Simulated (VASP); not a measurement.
# ZnO (zincite) (P6_3mc) in VASP: a series of runs

The runs below take ZnO (zincite) through single point, with PBEsol+D3(BJ), revPBE.

All numbers are computed with VASP 6.6.1; they aren't measurements. Logs are shortened: lines on timing, memory, paths and dates and some standing lists are left out, and cuts for length are marked.

**The experiment to reproduce.**

From “Electronic structure of alkaline earth and post-transition metal oxides”, 2009, arxiv:0908.1581, for a bulk crystal of ZnO: band gap 3.37 eV.

The results are compared with them further down.

## (1) The cell of the first run

It takes space group P6_3mc (No. 186, hexagonal). Conventional cell: a = 3.227 Å, b = 3.227 Å, c = 5.171 Å, α = 90.00°, β = 90.00°, γ = 120.00°. Zn (site symmetry 3m) has 4 O at 1.96 to 1.97 Å within 2.6 Å. O (site symmetry 3m) has 4 Zn at 1.96 to 1.97 Å within 2.6 Å.

## (2) Single point, PBEsol+D3(BJ)

INCAR reads:

```
SYSTEM = ZnO
ALGO = Normal ; EDIFF = 1E-6
ENCUT = 520 ; GGA = PS
ISIF = 2 ; ISMEAR = -1
IVDW = 12 ; LASPH = .TRUE.
LCHARG = .TRUE. ; LELF = .TRUE.
LREAL = .FALSE. ; LVHAR = .TRUE.
LWAVE = .FALSE. ; NBANDS = 26
NELM = 80 ; PREC = Accurate
SIGMA = 0.05
```

KPOINTS reads:

```
k-points
0
G
  9 9 5
  0 0 0
```

POSCAR reads:

```
ZnO
1.0
    3.2274999067      0.0000000000      0.0000000000
   -1.6137499533      2.7950969099      0.0000000000
    0.0000000000      0.0000000000      5.1707703030
Zn O
2 2
Direct
    0.6666666667      0.3333333333      0.0000000000
    0.3333333333      0.6666666667      0.5000000000
    0.3333333333      0.6666666667      0.8790100000
    0.6666666667      0.3333333333      0.3790100000
```

Potentials or basis: VASP PAW PBE potentials, release 64 (Zn, O).

Command:

```console
> cat potpaw_PBE.64/Zn/POTCAR potpaw_PBE.64/O/POTCAR > POTCAR
> mpirun -np 1 vasp_std > vasp.out
```

OUTCAR:

```text
SYSTEM = ZnO
   EDIFF = 1E-6
   ENCUT = 520
   GGA = PS
   ISIF = 2
   ISMEAR = -1
   IVDW = 12
   LASPH = .TRUE.
   LREAL = .FALSE.
   NELM = 80
   PREC = Accurate
 IVDW          = 12

 ion  position               nearest neighbor table
   1  0.667  0.333  0.000-   4 1.96   3 1.97   3 1.97   3 1.97
   2  0.333  0.667  0.500-   3 1.96   4 1.97   4 1.97   4 1.97
   3  0.333  0.667  0.879-   2 1.96   1 1.97   1 1.97   1 1.97
   4  0.667  0.333  0.379-   1 1.96   2 1.97   2 1.97   2 1.97

  LATTYP: Found a hexagonal cell.
 ALAT       =     3.2274999067
 C/A-ratio  =     1.6020977390

  Lattice vectors:

 A1 = (   3.2274999067,   0.0000000000,   0.0000000000)
 A2 = (  -1.6137499533,   2.7950969099,   0.0000000000)
 A3 = (   0.0000000000,   0.0000000000,   5.1707703030)

Analysis of symmetry for initial positions (statically):
=====================================================================
 Subroutine PRICEL returns:
 Original cell was already a primitive cell.

 Routine SETGRP: Setting up the symmetry group for a
 hexagonal supercell.

 Subroutine GETGRP returns: Found 12 space group operations
 (whereof  6 operations were pure point group operations)
 out of a pool of 24 trial point group operations.

The static configuration has the point symmetry C_3v.
 The point group associated with its full space group is C_6v.

Analysis of symmetry for dynamics (positions and initial velocities):
=====================================================================
 Subroutine PRICEL returns:
 Original cell was already a primitive cell.

 Routine SETGRP: Setting up the symmetry group for a
 hexagonal supercell.

 Subroutine GETGRP returns: Found 12 space group operations
 (whereof  6 operations were pure point group operations)
 out of a pool of 24 trial point group operations.

The dynamic configuration has the point symmetry C_3v.
 The point group associated with its full space group is C_6v.

 Subroutine INISYM returns: Found 12 space group operations
 (whereof  6 operations are pure point group operations),
 and found     1 'primitive' translations

----------------------------------------------------------------------------------------

                                     Primitive cell

  volume of cell :      46.6464

[... 88 lines left out ...]
   LSORBIT =      F    spin-orbit coupling
   LASPH  =      T    aspherical Exc in radial PAW
   ENCUT  =  520.0 eV  38.22 Ry    6.18 a.u.   6.00  6.00  9.61*2*pi/ulx,y,z
   NELM   =     80;   NELMIN=  2; NELMDL= -5     # of ELM steps
   EDIFF  = 0.1E-05   stopping-criterion for ELM
   LREAL  =      F    real-space projection
   EDIFFG = 0.1E-04   stopping-criterion for IOM
   NSW    =      0    number of steps for IOM
   IBRION =     -1    ionic relax: 0-MD 1-quasi-New 2-CG
   NFREE  =      0    steps in history (QN), initial steepest desc. (CG)
   ISIF   =      2    stress and relaxation
   ISYM   =      2    0-nonsym 1-usesym 2-fastsym
   POTIM  = 0.5000    time-step for ionic-motion
   TEBEG  =    0.0;   TEEND  =   0.0 temperature during run
   PSTRESS=    0.0 pullay stress
   NELECT =      36.0000    total number of electrons
   NUPDOWN=      -1.0000    fix difference up-down
   EMIN   =  10.00;   EMAX   =-10.00  energy-range for DOS
   EFERMI =   0.00;   METHOD = LEGACY
   ISMEAR =    -1;   SIGMA  =   0.05  broadening in eV -4-tet -1-fermi 0-gaus
   EFERMI_NEDOS =   21; number of points for ismear=-14 and -15
   IALGO  =     38    algorithm
   IMIX   =      4    mixing-type and parameters
     AMIX     =   0.40;   BMIX     =  1.00
     AMIX_MAG =   1.60;   BMIX_MAG =  1.00
  volume/ion in A,a.u.               =      11.66        78.70
  Fermi-wavevector in a.u.,A,eV,Ry     =   1.501653  2.837712 30.680611  2.254961
  Thomas-Fermi vector in A             =   2.612996
   LORBIT       =      0    0 simple, 1 ext, 2 COOP (PROOUT), +10 PAW based schemes
   GGA     = PS    functional components
   LHFCALC =     F    Hartree Fock is set to
   AEXX    =    0.0000 exact exchange contribution
   IVDW    =    12    specifies the selected vdW correction
   LEPSILON=     F    determine dielectric tensor
   LRPA    =     F    only Hartree local field effects (RPA)
 non-spin polarized calculation
  energy-cutoff  :      520.00
  volume of cell :       46.65
 maximum number of plane-waves:      1284
   NGX = 13   NGY = 13   NGZ = 19

 number of electron      36.0000012 magnetization

 Free energy of the ion-electron system (eV)
  ---------------------------------------------------
  ext. energy  EPLUGINS =         0.00000000
  ---------------------------------------------------
  free energy    TOTEN  =       -19.40344461 eV

  energy without entropy =      -19.40343717  energy(sigma->0) =      -19.40344089

 E-fermi :   1.6290     XC(G=0): -11.2947

 val. band max:        1.2330934034   @ k =   0.0000   0.0000   0.0000
 cond. band min:       1.9473670814   @ k =   0.0000   0.0000   0.0000
 fundamental gap:      0.7142736780
 Fermi energy:         1.6290241627

 k-point     1 :       0.0000    0.0000    0.0000
  band No.  band energies     occupation
      1     -16.9732      2.00000
      2     -16.1890      2.00000
      3      -4.6341      2.00000
      4      -4.5755      2.00000
      5      -4.5755      2.00000
      6      -4.5334      2.00000
[... 685 lines left out ...]
     25      14.6634      0.00000
     26      15.9019      0.00000

 [... further k-points ...]

------------------------ aborting loop because EDIFF is reached ----------------------------------------

 Edisp (eV)   -0.74676

 E8    (eV) :    -0.4470

  FORCE on cell =-STRESS in cart. coord.  units (eV):
  Direction    XX          YY          ZZ          XY          YZ          ZX
  --------------------------------------------------------------------------------------
  -------------------------------------------------------------------------------------
  Total      -0.29619    -0.29619     0.23030    -0.00000    -0.00000     0.00000
  in kB     -10.17315   -10.17315     7.91029    -0.00000    -0.00000     0.00000
  external pressure =       -4.15 kB  Pullay stress =        0.00 kB

 VOLUME and BASIS-vectors are now :
 -----------------------------------------------------------------------------
  energy-cutoff  :      520.00
  volume of cell :       46.65
      direct lattice vectors                 reciprocal lattice vectors
     3.227499907  0.000000000  0.000000000     0.309837344  0.178884674  0.000000000
    -1.613749953  2.795096910  0.000000000     0.000000000  0.357769348  0.000000000
     0.000000000  0.000000000  5.170770303     0.000000000  0.000000000  0.193394783

 POSITION                                       TOTAL-FORCE (eV/Angst)
 -----------------------------------------------------------------------------------
      1.61375      0.93170      0.00000         0.000000      0.000000     -0.073252
     -0.00000      1.86340      2.58539        -0.000000     -0.000000     -0.073252
     -0.00000      1.86340      4.54516        -0.000000      0.000000      0.073252
      1.61375      0.93170      1.95977        -0.000000      0.000000      0.073252
 -----------------------------------------------------------------------------------
    total drift:                                0.000001      0.000001     -0.000830

  FREE ENERGIE OF THE ION-ELECTRON SYSTEM (eV)
  ---------------------------------------------------
  free  energy   TOTEN  =       -20.1502054770 eV

  energy  without entropy=      -20.1501980373  energy(sigma->0) =      -20.15020176
```

Wall time 31 s (1 thread of Intel Xeon Platinum 8259CL at 2.50GHz (Skylake/Cascade Lake), shared host); peak memory 0.18 GiB.

What came out:

```yaml
Free_energy: -20.1502 eV
Pressure: -0.4 GPa
Largest_force: 0.073 eV/Å
Band_gap_on_the_k_mesh: 0.71 eV, direct
Dispersion_energy_per_atom: -0.187 eV
```

Forces in eV/Å, atoms in the order of the input:
```
Zn   0.000  0.000 -0.073
Zn   0.000  0.000 -0.073
O    0.000  0.000  0.073
O    0.000  0.000  0.073
```

Stress tensor (GPa, compression positive):
```
-1.02  0.00  0.00
 0.00 -1.02  0.00
 0.00  0.00  0.79
```

Caveat: the PAW data sets were made with another functional, which shifts forces and pressure a little.

## (3) Single point, revPBE

INCAR reads:

```
ALGO     = Normal         # electronic algorithm
EDIFF    = 1E-6           # SCF threshold, eV
ENCUT    = 520            # plane-wave cutoff, eV
GGA      = RE             # functional
ISIF     = 2              # what is computed and relaxed
ISMEAR   = -1             # smearing method
LASPH    = True           # aspherical terms in the spheres
LCHARG   = False          # write CHGCAR
LREAL    = False          # projectors in reciprocal space
LWAVE    = False          # write WAVECAR
NBANDS   = 26             # bands
NELM     = 60             # most SCF steps
PREC     = Accurate       # precision mode
SIGMA    = 0.05           # smearing width, eV
```

KPOINTS reads:

```
k-points
0
Gamma
  9 9 5
```

POSCAR is that of step 2.

Potentials or basis: VASP PAW PBE potentials, release 64 (Zn, O).

Command:

```console
> cat potpaw_PBE.64/Zn/POTCAR potpaw_PBE.64/O/POTCAR > POTCAR
> mpirun -np 1 vasp_std > vasp.out
```

Wall time 47 s (1 thread of Intel Xeon Platinum 8259CL at 2.50GHz (Skylake/Cascade Lake), shared host); peak memory 0.18 GiB.

Results (log left out):

| Quantity | Value |
| --- | --- |
| Free energy | -16.4088 eV |
| Pressure | 12.8 GPa |
| Largest force | 0.086 eV/Å |
| Band gap on the k mesh | 0.88 eV, direct |

Forces on the atoms (eV/Å):
```
Zn   0.000  0.000 -0.086
Zn   0.000  0.000 -0.086
O    0.000  0.000  0.086
O    0.000  0.000  0.086
```

Stress tensor (GPa, compression positive):
```
12.18  0.00  0.00
 0.00 12.18  0.00
 0.00  0.00 14.01
```

Levels at points of the mesh, in eV from the valence-band top:
| k point | band 15 | band 16 | band 17 | band 18 | band 19 | band 20 | band 21 | band 22 |
| --- | --- | --- | --- | --- | --- | --- | --- | --- |
| (0.00, 0.00, 0.00) | -0.83 | -0.08 | 0.00 | 0.00 | 0.88 | 5.36 | 8.41 | 13.03 |

Caveat: the PAW data sets were made with another functional, which shifts forces and pressure a little.

## (4) Single point, PBEsol+D3(BJ)

This run uses another cell than the first one, of 11.90 Å³/atom, 1.020 times its volume.

INCAR reads:

```
PREC = Accurate
ENCUT = 520
EDIFF = 1E-6
ISMEAR = -1
SIGMA = 0.05
LREAL = F
LASPH = T
NELM = 100
ALGO = Normal
ISIF = 2
LWAVE = F
LCHARG = F
GGA = PS
IVDW = 12
NBANDS = 26
```

KPOINTS reads:

```
Automatic mesh
0
Gamma
  9 9 5
```

POSCAR reads:

```
ZnO
1.0
    3.2493080000      0.0000000000      0.0000000000
   -1.6246540000      2.8139832727      0.0000000000
    0.0000000000      0.0000000000      5.2057090000
Zn O
2 2
Direct
    0.6666666667      0.3333333333      0.0000000000
    0.3333333333      0.6666666667      0.5000000000
    0.3333333333      0.6666666667      0.8790100000
    0.6666666667      0.3333333333      0.3790100000
```

Command:

```console
> cat potpaw_PBE.64/Zn/POTCAR potpaw_PBE.64/O/POTCAR > POTCAR
> mpirun -np 1 vasp_std > vasp.out
```

Wall time 34 s (1 thread of Intel Xeon Platinum 8259CL at 2.50GHz (Skylake/Cascade Lake), shared host); peak memory 0.19 GiB.

Results (log left out):

* Free energy: -20.1417 eV
* Pressure: -3.1 GPa
* Largest force: 0.066 eV/Å
* Band gap on the k mesh: 0.68 eV, direct
* Dispersion energy per atom: -0.183 eV

Forces in eV/Å, atoms in the order of the input:
```
Zn   0.000  0.000 -0.066
Zn   0.000  0.000 -0.066
O    0.000  0.000  0.066
O    0.000  0.000  0.066
```

Stress tensor (GPa, compression positive):
```
-3.70  0.00  0.00
 0.00 -3.70  0.00
 0.00  0.00 -1.99
```

Levels at points of the mesh, in eV from the valence-band top:
```tsv
k point	band 14	band 15	band 16	band 17	band 18	band 19	band 20	band 21	band 22	band 23
(0.00, 0.00, 0.00)	-0.82	-0.82	-0.07	0.00	0.00	0.68	5.10	8.14	12.72	12.72
```

Caveat: the PAW data sets were made with another functional, which shifts forces and pressure a little.

## (5) Single point, revPBE

This run uses another cell than the first one, of 11.90 Å³/atom, 1.020 times its volume.

INCAR reads:

```
SYSTEM = ZnO
PREC = Accurate
ENCUT = 520
EDIFF = 1E-6
ISMEAR = -1
SIGMA = 0.05
LREAL = .FALSE.
LASPH = .TRUE.
NELM = 60
ALGO = Normal
ISIF = 2
LWAVE = .FALSE.
LCHARG = .FALSE.
GGA = RE
NBANDS = 26
```

KPOINTS reads:

```
Automatic mesh
0
G
  9 9 5
  0 0 0
```

POSCAR is that of step 4.

Potentials or basis: VASP PAW PBE potentials, release 64 (Zn, O).

Command:

```console
> cat potpaw_PBE.64/Zn/POTCAR potpaw_PBE.64/O/POTCAR > POTCAR
> mpirun -np 1 vasp_std > vasp.out
```

OUTCAR:

```text
SYSTEM = ZnO
   PREC = Accurate
   ENCUT = 520
   EDIFF = 1E-6
   ISMEAR = -1
   LREAL = .FALSE.
   LASPH = .TRUE.
   NELM = 60
   ISIF = 2
   GGA = RE

 ion  position               nearest neighbor table
   1  0.667  0.333  0.000-   4 1.97   3 1.98   3 1.98   3 1.98
   2  0.333  0.667  0.500-   3 1.97   4 1.98   4 1.98   4 1.98
   3  0.333  0.667  0.879-   2 1.97   1 1.98   1 1.98   1 1.98
   4  0.667  0.333  0.379-   1 1.97   2 1.98   2 1.98   2 1.98

  LATTYP: Found a hexagonal cell.
 ALAT       =     3.2493080000
 C/A-ratio  =     1.6020977390

  Lattice vectors:

 A1 = (   3.2493080000,   0.0000000000,   0.0000000000)
 A2 = (  -1.6246540000,   2.8139832727,   0.0000000000)
 A3 = (   0.0000000000,   0.0000000000,   5.2057090000)

Analysis of symmetry for initial positions (statically):
=====================================================================
 Subroutine PRICEL returns:
 Original cell was already a primitive cell.

 Routine SETGRP: Setting up the symmetry group for a
 hexagonal supercell.

[... 165 lines left out ...]
  ext. energy  EPLUGINS =         0.00000000
  ---------------------------------------------------
  free energy    TOTEN  =       -16.47512822 eV

  energy without entropy =      -16.47512604  energy(sigma->0) =      -16.47512713

 E-fermi :   1.8022     XC(G=0): -10.7223

 val. band max:        1.3340464783   @ k =   0.0000   0.0000   0.0000
 cond. band min:       2.1895018866   @ k =   0.0000   0.0000   0.0000
 fundamental gap:      0.8554554083
 Fermi energy:         1.8021686501

 k-point     1 :       0.0000    0.0000    0.0000
  band No.  band energies     occupation
      1     -16.8186      2.00000
      2     -16.0992      2.00000
      3      -4.3431      2.00000
      4      -4.3431      2.00000
      5      -4.3031      2.00000
      6      -4.2678      2.00000
[... 685 lines left out ...]
     25      15.0005      0.00000
     26      15.9928      0.00000

 [... further k-points ...]
[... 5 lines left out ...]
  --------------------------------------------------------------------------------------
  -------------------------------------------------------------------------------------
  Total        2.6301447      2.6301447      3.1440259      0.0000000      0.0000000      0.0000000
  in kB       88.5315263     88.5315263    105.8289319      0.0000000      0.0000000      0.0000000
  external PRESSURE =      94.2973282 kB  Pullay stress =       0.0000000 kB

 VOLUME and BASIS-vectors are now :
 -----------------------------------------------------------------------------
  energy-cutoff  :      520.00
  volume of cell :       47.60
      direct lattice vectors                 reciprocal lattice vectors
     3.249308000  0.000000000  0.000000000     0.307757836  0.177684070  0.000000000
    -1.624654000  2.813983273  0.000000000     0.000000000  0.355368139  0.000000000
     0.000000000  0.000000000  5.205709000     0.000000000  0.000000000  0.192096792

 POSITION                                       TOTAL-FORCE (eV/Angst)
 -----------------------------------------------------------------------------------
      1.62465      0.93799      0.00000         0.000000      0.000000     -0.078815
     -0.00000      1.87599      2.60285        -0.000000      0.000000     -0.078815
     -0.00000      1.87599      4.57587        -0.000000      0.000000      0.078815
      1.62465      0.93799      1.97302         0.000000     -0.000000      0.078815
 -----------------------------------------------------------------------------------
    total drift:                               -0.000000     -0.000000     -0.000390

  FREE ENERGIE OF THE ION-ELECTRON SYSTEM (eV)
  ---------------------------------------------------
  free  energy   TOTEN  =       -16.4751282159 eV

  energy  without entropy=      -16.4751260374  energy(sigma->0) =      -16.47512713
```

OSZICAR:

```text
N       E                     dE             d eps       ncg     rms          rms(c)
DAV:   1     0.305121011649E+03    0.30512E+03   -0.18335E+04  1880   0.203E+03
DAV:   2     0.130233340544E+02   -0.29210E+03   -0.27356E+03  1974   0.417E+02
DAV:   3    -0.190935892887E+02   -0.32117E+02   -0.31709E+02  2072   0.140E+02
DAV:   4    -0.197197077138E+02   -0.62612E+00   -0.62490E+00  2114   0.200E+01
DAV:   5    -0.197228604228E+02   -0.31527E-02   -0.31524E-02  2032   0.148E+00    0.149E+01
DAV:   6    -0.162770426327E+02    0.34458E+01   -0.66060E+00  2938   0.606E+01    0.905E+00
DAV:   7    -0.164999421017E+02   -0.22290E+00   -0.29720E+00  1932   0.170E+01    0.539E+00
DAV:   8    -0.165196226772E+02   -0.19681E-01   -0.45870E-01  2782   0.749E+00    0.160E+00
DAV:   9    -0.164719575087E+02    0.47665E-01   -0.10182E-01  2772   0.638E+00    0.274E-01
DAV:  10    -0.164748816149E+02   -0.29241E-02   -0.36427E-02  1896   0.133E+00    0.155E-01
DAV:  11    -0.164750578734E+02   -0.17626E-03   -0.66720E-04  1984   0.294E-01    0.540E-02
DAV:  12    -0.164751163941E+02   -0.58521E-04   -0.17240E-04  2260   0.325E-01    0.277E-02
DAV:  13    -0.164751343148E+02   -0.17921E-04   -0.57803E-05  1984   0.132E-01    0.228E-02
DAV:  14    -0.164751280920E+02    0.62228E-05   -0.23652E-05  2212   0.517E-02    0.187E-03
DAV:  15    -0.164751282159E+02   -0.12396E-06   -0.51702E-06  1914   0.218E-02
   1 F= -.16475128E+02 E0= -.16475127E+02  d E =-.217848E-05
```

stdout:

```text
POSCAR found type information on POSCAR ZnO
 POSCAR found :  2 types and       4 ions
 scaLAPACK will be used
 -----------------------------------------------------------------------------
|                                                                             |
|                                                                             |
|     You enforced a specific xc type in the INCAR file but a different       |
|     I HOPE YOU KNOW WHAT YOU ARE DOING!                                     |
|                                                                             |
 -----------------------------------------------------------------------------

 LDA part: xc-table for (Slater+PW92), standard interpolation
 POSCAR, INCAR and KPOINTS ok, starting setup
 FFT: planning ... GRIDC
 FFT: planning ... GRID_SOFT
 FFT: planning ... GRID
 WAVECAR not read
 entering main loop
```

Wall time 35 s (1 thread of Intel Xeon Platinum 8259CL at 2.50GHz (Skylake/Cascade Lake), shared host); peak memory 0.18 GiB.

Results:

```yaml
Free_energy: -16.4751 eV
Pressure: 9.4 GPa
Largest_force: 0.079 eV/Å
Band_gap_on_the_k_mesh: 0.86 eV, direct
```

Forces on the atoms (eV/Å):
```
Zn   0.000  0.000 -0.079
Zn   0.000  0.000 -0.079
O    0.000  0.000  0.079
O    0.000  0.000  0.079
```

Caveat: the PAW data sets were made with another functional, which shifts forces and pressure a little. A hybrid or GW would open this gap; revPBE tends to underestimate it.

(Continued in part 2 of 2.)
